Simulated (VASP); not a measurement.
Here is a VASP 6.6.1 calculation.

INCAR

```
SYSTEM = Fe
ALGO = Normal ; EDIFF = 1E-7
ENCUT = 520 ; GGA = PE
ISIF = 2 ; ISMEAR = -1
ISPIN = 2 ; LASPH = .TRUE.
LCHARG = .TRUE. ; LELF = .TRUE.
LMAXMIX = 4 ; LORBIT = 11
LREAL = .FALSE. ; LVHAR = .TRUE.
LWAVE = .FALSE. ; MAGMOM = 2.5 2.5 2.5
NBANDS = 23 ; NELM = 150
PREC = Accurate ; SIGMA = 0.1
```

Contents of KPOINTS:

```
k-points
0
G
  11 11 15
  0 0 0
```

Contents of POSCAR:

```
Fe
1.0
    0.0000000000      2.8313533341     -2.8313533341
   -2.8313533341      0.0000000000      2.8313533341
    1.4156766670      1.4156766670      1.4156766670
Fe
3
Direct
    0.0000000000      0.0000000000      0.0000000000
    0.3333333330      0.6666666670      0.3333333330
    0.6666666670      0.3333333330      0.6666666670
```

Potentials or basis: VASP PAW PBE potentials, release 64 (Fe).

Launch:

```bash
$ cat potpaw_PBE.64/Fe/POTCAR > POTCAR
$ mpirun -np 1 vasp_std > vasp.out
```

**Question.** Predict the site moments.

**Answer.** Fe +2.18 μB.

**Question.** Predict the net moment.

**Answer.** 6.55 μB per cell.
